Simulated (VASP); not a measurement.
A run of VASP 6.6.1 is set up as follows.

INCAR

```
SYSTEM = Sb
PREC     = Accurate       ! precision mode
ENCUT    = 520            ! plane-wave cutoff, eV
EDIFF    = 1E-7           ! SCF threshold, eV
ISMEAR   = -1             ! smearing method
SIGMA    = 0.05           ! smearing width, eV
LREAL    = .FALSE.        ! projectors in reciprocal space
LASPH    = .TRUE.         ! aspherical terms in the spheres
NELM     = 60             ! most SCF steps
ALGO     = Normal         ! electronic algorithm
ISIF     = 2              ! what is computed and relaxed
LWAVE    = .FALSE.        ! write WAVECAR
LCHARG   = .FALSE.        ! write CHGCAR
GGA      = PE             ! functional
NBANDS   = 8              ! bands
```

File KPOINTS:

```
regular mesh
0
G
  19 19 19
  0 0 0
```

File POSCAR:

```
Sb
1.0
   -1.5050000000      1.5050000000      2.4056000000
    1.5050000000     -1.5050000000      2.4056000000
    1.5050000000      1.5050000000     -2.4056000000
Sb
1
Direct
    0.0000000000      0.0000000000      0.0000000000
```

Potentials or basis: VASP PAW PBE potentials, release 64 (Sb).

Launch:

```sh
$ cat potpaw_PBE.64/Sb/POTCAR > POTCAR
$ mpirun -np 1 vasp_std > vasp.out
```

Problem. Predict the band gap on the k mesh.

Solution. Zero (an odd number of electrons rules out a gap without spin polarisation).

Problem. Predict the pressure.

Solution. 23.4 GPa.

Stress tensor (GPa, compression positive):
```
23.52  0.00  0.00
 0.00 23.52  0.00
 0.00  0.00 23.13
```

Caveat: the cell differs from its parent crystal (zz strain of -3 %); the cell stands under pressure; spin-orbit coupling is left out, which moves the levels of the heavy elements.
